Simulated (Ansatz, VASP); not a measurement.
## Ti in VASP and in Ansatz

```
CELL_PARAMETERS angstrom
-1.53713 1.53713 1.65642
1.53713 -1.53713 1.65642
1.53713 1.53713 -1.65642
ATOMIC_POSITIONS crystal
Ti 0.00000 0.00000 0.00000
```

Alike in both runs: task single point; functional PBEsol; k mesh 22 × 22 × 22; occupations gaussian, width 0.15 eV; no spin polarisation.

|  | VASP | Ansatz |
| --- | --- | --- |
| version | VASP 6.6.1 | Ansatz 0.2.0 |
| potentials or method | VASP PAW PBE potentials, release 64 (Ti_sv), cutoff 520 eV | scalar-relativistic, plane waves, PAW |
| valence electrons in the cell | 12 | 12 |

|  | VASP | Ansatz | Ansatz less VASP |
| --- | --- | --- | --- |
| gap on the k mesh at the Fermi level (eV) | none | none | - |
| pressure (GPa) | 6.6 | 7.0 | +0.33 |
| traceless stress, the component that is largest in VASP (GPa) | 0.64 | 0.62 | -0.015 |

VASP's potentials were made for PBE, not for PBEsol, and Ansatz warns of the same on its side. A gap of «none» marks a metal or a gap that the smearing closes.
